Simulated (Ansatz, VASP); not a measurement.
# One calculation of In, two programs

File POSCAR:

```
In
1.0
    0.0000000000      3.2801942926      3.2801942926
    3.2801942926      0.0000000000      3.2801942926
    3.2801942926      3.2801942926      0.0000000000
In
2
Direct
    0.1250000000      0.1250000000      0.1250000000
    0.8750000000      0.8750000000      0.8750000000
```

The input INCAR.step1:

```
SYSTEM = In
PREC     = Accurate       ! precision mode
ENCUT    = 600            ! plane-wave cutoff, eV
ISMEAR   = -1             ! smearing method
SIGMA    = 0.1            ! smearing width, eV
LREAL    = .False.        ! projectors in reciprocal space
LASPH    = .True.         ! aspherical terms in the spheres
NELM     = 80             ! most SCF steps
GGA      = PE             ! functional
ALGO     = Normal         ! electronic algorithm
EDIFF    = 1E-4           ! SCF threshold, eV
LWAVE    = .True.         ! write WAVECAR
LCHARG   = .False.        ! write CHGCAR
```

INCAR.step2

```
SYSTEM = In
PREC     = Accurate       ! precision mode
ENCUT    = 600            ! plane-wave cutoff, eV
EDIFF    = 1E-6           ! SCF threshold, eV
ISMEAR   = -1             ! smearing method
SIGMA    = 0.1            ! smearing width, eV
LREAL    = .False.        ! projectors in reciprocal space
LASPH    = .True.         ! aspherical terms in the spheres
NELM     = 80             ! most SCF steps
ALGO     = Normal         ! electronic algorithm
ISIF     = 3              ! what is computed and relaxed
LWAVE    = .False.        ! write WAVECAR
LCHARG   = .False.        ! write CHGCAR
METAGGA  = R2SCAN         ! meta-GGA
LMIXTAU  = .True.       
IBRION   = 2              ! ionic algorithm
NSW      = 80             ! ionic steps
EDIFFG   = -0.01          ! ionic threshold
ISTART   = 1
```

The input KPOINTS:

```
regular mesh
0
Gamma
  8 8 8
  0 0 0
```

Input for Ansatz:

```yaml
crystal:
  lattice:
    - [0.0, 3.2801942926, 3.2801942926]
    - [3.2801942926, 0.0, 3.2801942926]
    - [3.2801942926, 3.2801942926, 0.0]
  atoms:
    - { symbol: In, position: [0.125, 0.125, 0.125] }
    - { symbol: In, position: [0.875, 0.875, 0.875] }
hamiltonian:
  xc: r2scan
  pseudopotentials:
    kind: paw
    azcp:
      In: "pseudopotentials/In.paw.azcp"
basis:
  ecutwfc: 500
  fft_grid_basis: typed
kpoints:
  mp_grid: { grid: [8, 8, 8], shift: [0, 0, 0] }
magnetization:
  spin_polarized: false
scf:
  occupations: { method: fermi_dirac, width: 0.1 }
relax:
  max_steps: 60
  f_tol: 0.01
  cell: {}
output:
  write_density: true
  write_potential: true
  elf: true
  volumetric_format: npy
```

Alike in both runs: task relaxation of cell and atoms; functional r2SCAN; k mesh 8 × 8 × 8; occupations fermi-dirac, width 0.1 eV; no spin polarisation.

|  | VASP | Ansatz |
| --- | --- | --- |
| version | VASP 6.6.1 | Ansatz 0.2.0 |
| potentials or method | VASP PAW PBE potentials, release 64 (In_d), cutoff 600 eV | plane waves (500 eV) with PAW, scalar-relativistic |
| valence electrons in the cell | 26 | 26 |

Ansatz gave:

| Quantity | Value |
| --- | --- |
| relaxed volume (Å³/atom) | 36.14 |
| relaxed cell length with the largest relative difference (Å) | 4.676 |

Task: What did VASP give for the same quantities?

Result: Relaxed volume (Å³/atom): 36.20; relaxed cell length with the largest relative difference (Å): 4.678.

VASP's potentials were made for PBE, not for r2SCAN.
